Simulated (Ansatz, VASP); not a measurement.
# Two plane-wave programs on GdN

INCAR

```
SYSTEM = GdN
ALGO = Normal
EDIFF = 1E-6
ENCUT = 520
GGA = CA
ISIF = 2
ISMEAR = 0
ISPIN = 2
LASPH = .TRUE.
LCHARG = .TRUE.
LDAU = .TRUE.
LDAUJ = 0 0
LDAUL = 3 -1
LDAUPRINT = 1
LDAUTYPE = 2
LDAUU = 6 0
LELF = .TRUE.
LMAXMIX = 6
LORBIT = 11
LREAL = .FALSE.
LVHAR = .TRUE.
LWAVE = .FALSE.
MAGMOM = 7.61 0
NBANDS = 22
NELM = 150
PREC = Accurate
SIGMA = 0.05
```

KPOINTS

```
k-points
0
G
  10 10 10
  0 0 0
```

File POSCAR:

```
GdN
1.0
    3.3394229375      0.0000000000      0.0000000000
   -1.6697114688      2.8920250979      0.0000000000
    0.0000000000      0.0000000000      3.0379470730
Gd N
1 1
Direct
    0.0000000000      0.0000000000      0.0000000000
    0.6666666667      0.3333333333      0.5000000000
```

Input for Ansatz:

```yaml
crystal:
  lattice:
    - [3.3394229375, 0.0, 0.0]
    - [-1.6697114688, 2.8920250979, 0.0]
    - [0.0, 0.0, 3.037947073]
  atoms:
    - { symbol: Gd, position: [0.0, 0.0, 0.0], spin: 7.61 }
    - { symbol: "N", position: [0.6666666667, 0.3333333333, 0.5] }
basis:
  ecutwfc: 420
  ecutrho_ratio: 4
kpoints:
  mp_grid: { grid: [10, 10, 10] }
  band_path:
    path:
      - [[0.0, 0.0, 0.0], [0.5, 0.0, 0.0], [0.33333333, 0.33333333, 0.0], [0.0, 0.0, 0.0], [0.0, 0.0, 0.5], [0.5, 0.0, 0.5], [0.33333333, 0.33333333, 0.5], [0.0, 0.0, 0.5]]
      - [[0.5, 0.0, 0.5], [0.5, 0.0, 0.0]]
      - [[0.33333333, 0.33333333, 0.5], [0.33333333, 0.33333333, 0.0]]
    npoints: 6
hamiltonian:
  xc: lda
  hubbard: { sites: [{ species: Gd, l: f, u_eff: 6.0 }] }
scf:
  occupations: { method: gaussian, width: 0.05 }
  lower_state_search: "off"
output:
  forces: true
  stress: true
  eigenvalues: true
  populations: true
  hubbard: { sites: [{ species: Gd, l: f }] }
  eigenstates:
    nscf_kmesh: { grid: [10, 10, 10] }
    top_band: c28
    exchange_couplings: { magnetic: [{ site: 0 }], antisymmetric: true }
    magnetocrystalline_anisotropy: {}
magnetization:
  spin_polarized: true
checkpoint:
  read: start.run
  write: ck
  compress: false
  write_wavefunctions: false
  write_every: 100000
```

Alike in both runs: task single point; functional LDA; k mesh 10 × 10 × 10; occupations gaussian, width 0.05 eV; collinear spin; Hubbard terms Gd f U = 6.0 eV.

|  | VASP | Ansatz |
| --- | --- | --- |
| version | VASP 6.6.1 | Ansatz 0.2.0 |
| potentials or method | VASP PAW PBE potentials, release 64 (Gd, N), cutoff 520 eV | scalar-relativistic, plane waves, PAW |
| valence electrons in the cell | 23 | 23 |

```tsv
	VASP	Ansatz	Ansatz less VASP
gap on the k mesh at the Fermi level (eV)	none	none	-
pressure (GPa)	0.6	0.0	-0.59
traceless stress, the component that is largest in VASP (GPa)	0.18	0.03	-0.151
net moment per atom (μB)	3.51	3.51	-0.001
size of the moment on the site where the two differ most (μB)	0.08	0.11	+0.026
```

VASP's potentials were made for PBE, not for LDA. LDA's correlation is that of Perdew and Zunger in VASP and of Perdew and Wang (1992) in Ansatz. Site moments also hang on the region over which each program counts them. The programs project onto different local orbitals, so the same U acts differently, and such runs can settle in different states. A gap of «none» marks a metal or a gap that the smearing closes. Ansatz's warnings: anisotropy in doubt, filled band counts differ across k points, stability check not made.

Spin-orbit coupling is off throughout.
